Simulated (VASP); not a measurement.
A run of VASP 6.6.1 is set up as follows.

Contents of INCAR:

```
PREC     = Accurate       # precision mode
ENCUT    = 520            # plane-wave cutoff, eV
EDIFF    = 1E-6           # SCF threshold, eV
ISMEAR   = 0              # smearing method
SIGMA    = 0.01           # smearing width, eV
LREAL    = False          # projectors in reciprocal space
LASPH    = True           # aspherical terms in the spheres
NELM     = 60             # most SCF steps
ALGO     = Normal         # electronic algorithm
ISIF     = 2              # what is computed and relaxed
LWAVE    = False          # write WAVECAR
LCHARG   = False          # write CHGCAR
NBANDS   = 26             # bands
```

Contents of KPOINTS:

```
regular mesh
0
Gamma
  6 6 4
```

File POSCAR:

```
ZnS
1.0
    3.8129970854      0.0000000000      0.0000000000
   -1.9064985427      3.3021523405      0.0000000000
    0.0000000000      0.0000000000      6.0677734370
Zn S
2 2
Direct
    0.3333333333      0.6666666667      0.0025775125
    0.6666666667      0.3333333333      0.5025775125
    0.3333333333      0.6666666667      0.3824224875
    0.6666666667      0.3333333333      0.8824224875
```

Potentials or basis: VASP PAW LDA potentials, release 64 (Zn, S).

The run is started by

```bash
$ cat potpaw_LDA.64/Zn/POTCAR potpaw_LDA.64/S/POTCAR > POTCAR
$ mpirun -np 1 vasp_std > vasp.out
```

Question: Estimate the pressure.

Answer: -1.9 GPa.

Question: Predict the band gap on the k mesh.

Answer: 2.12 eV, direct.

Stress tensor (GPa, compression positive):
```
-2.99  0.00  0.00
 0.00 -2.99  0.00
 0.00  0.00  0.22
```

Caveat: the cell differs from its parent crystal (in-plane strain +0.02, then relaxed in part).
